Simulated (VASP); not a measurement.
Wanted: the native input for a VASP 6.6.1 run.

- Task: single point
- Functional: PBE
- Potentials or basis: VASP PAW PBE potentials, release 64 (Mo_sv, Ta_pv)
- Cutoff: 520 eV
- k mesh: 1 × 1 × 1, shifted
- Occupations: fermi-dirac, width 0.2758 eV
- Spin: no spin polarisation
- Dipole correction: no
- Further INCAR settings: LREAL = Auto; ALGO = Normal; EDIFF = 1e-06; NBANDS = 116; ISYM = 0

The structure of Ta7Mo9 lies in POSCAR:

```
Ta7Mo9
1.0
    6.4357620000      0.0753480000     -0.1865720000
    0.0753480000      6.5467160000      0.2328530000
   -0.1865720000      0.2328530000      6.2967750000
Mo Ta
9 7
Direct
    0.4605734184      0.7846211354      0.6559373201
    0.7463482457      0.5541817131      0.9387805361
    0.4848391918      0.7443735978      0.2122703753
    0.5073204005      0.2833912574      0.1672829786
    0.0252581456      0.7350400157      0.2538495007
    0.3124755360      1.0243643121      0.9927265755
    0.0198436500      0.2874293677      0.2000420023
    0.1725862503      0.5470357886      0.9415297255
    0.2592592275      0.0343555125      0.3759047653
    1.0317075856      0.2412261646      0.7224416485
   -0.0024346947      0.8325531685      0.6631922295
    0.5403255216      0.2307885001      0.7150639524
    0.2665226689      0.5288873947      0.5009919603
    0.7583175800      0.4955921558      0.4288336025
    0.7353036871      0.0364302667      0.4126153757
    0.8084618923      0.9542141470      0.9850162544
```

The input as run:

INCAR

```
SYSTEM = Ta7Mo9
ALGO = Normal
EDIFF = 1E-6
ENCUT = 520
GGA = PE
ISIF = 2
ISMEAR = -1
ISYM = 0
LASPH = .TRUE.
LCHARG = .TRUE.
LELF = .TRUE.
LREAL = Auto
LVHAR = .TRUE.
LWAVE = .FALSE.
NBANDS = 116
NELM = 80
PREC = Accurate
SIGMA = 0.2758
```

KPOINTS

```
Automatic mesh
0
Gamma
  1 1 1
  0.25 0.25 0.25
```

Potentials or basis: VASP PAW PBE potentials, release 64 (Mo_sv, Ta_pv).

Launch:

```console
$ cat potpaw_PBE.64/Mo_sv/POTCAR potpaw_PBE.64/Ta_pv/POTCAR > POTCAR
$ mpirun -np 1 vasp_std > vasp.out
```

It gave:

| Quantity | Value |
| --- | --- |
| Pressure | 18.4 GPa |
| Largest force | 4.899 eV/Å |

Caveat: the k points lie up to 1.00 Å⁻¹ apart.

Run time: 120 s on 1 thread of Intel(R) Xeon(R) Platinum 8488C (Sapphire Rapids), with other jobs on the host, peak memory 0.34 GiB.
